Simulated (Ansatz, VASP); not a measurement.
## TiC in VASP and in Ansatz

File INCAR:

```
SYSTEM = TiC
ALGO = Normal ; EDIFF = 1E-6
ENCUT = 520 ; GGA = PS
ISIF = 2 ; ISMEAR = -1
LASPH = .True. ; LCHARG = .True.
LELF = .True. ; LREAL = .False.
LVHAR = .True. ; LWAVE = .False.
NBANDS = 15 ; NELM = 100
PREC = Accurate ; SIGMA = 0.03
```

File KPOINTS:

```
k-points
0
Gamma
  14 14 14
  0 0 0
```

File POSCAR:

```
TiC
1.0
    0.0000000000      2.1567624877      2.1567624877
    2.1567624877      0.0000000000      2.1567624877
    2.1567624877      2.1567624877      0.0000000000
Ti C
1 1
Direct
    0.0000000000      0.0000000000      0.0000000000
    0.5000000000      0.5000000000      0.5000000000
```

Input for Ansatz:

```yaml
crystal:
  lattice:
    - [0.0, 2.1567624877, 2.1567624877]
    - [2.1567624877, 0.0, 2.1567624877]
    - [2.1567624877, 2.1567624877, 0.0]
  atoms:
    - { symbol: Ti, position: [0.0, 0.0, 0.0] }
    - { symbol: C, position: [0.5, 0.5, 0.5] }
kpoints:
  mp_grid: { grid: [14, 14, 14] }
  band_path:
    path:
      - [0.0, 0.0, 0.0]
      - [0.5, 0.0, 0.5]
      - [0.625, 0.25, 0.625]
      - [0.375, 0.375, 0.75]
      - [0.0, 0.0, 0.0]
      - [0.5, 0.5, 0.5]
      - [0.5, 0.25, 0.75]
      - [0.5, 0.0, 0.5]
    npoints: 5
scf:
  occupations: { method: fermi_dirac, width: 0.03 }
hamiltonian:
  xc: pbesol
  pseudopotentials: { kind: all_electron, lapw: { basis_error: 0.00025 } }
output:
  forces: true
  stress: true
  eigenvalues: true
```

Change from the starting cell: volume scaled by 0.99.

Alike in both runs: task single point; functional PBEsol; k mesh 14 × 14 × 14; occupations fermi-dirac, width 0.03 eV; no spin polarisation.

|  | VASP | Ansatz |
| --- | --- | --- |
| version | VASP 6.6.1 | Ansatz 0.2.0 |
| potentials or method | VASP PAW PBE potentials, release 64 (Ti_sv, C), cutoff 520 eV | all-electron LAPW, scalar-relativistic |

```tsv
	VASP	Ansatz	Ansatz less VASP
pressure (GPa)	-3.4	-3.7	-0.29
```

VASP's potentials were made for PBE, not for PBEsol. Ansatz ran all-electron here, and VASP with PAW potentials.
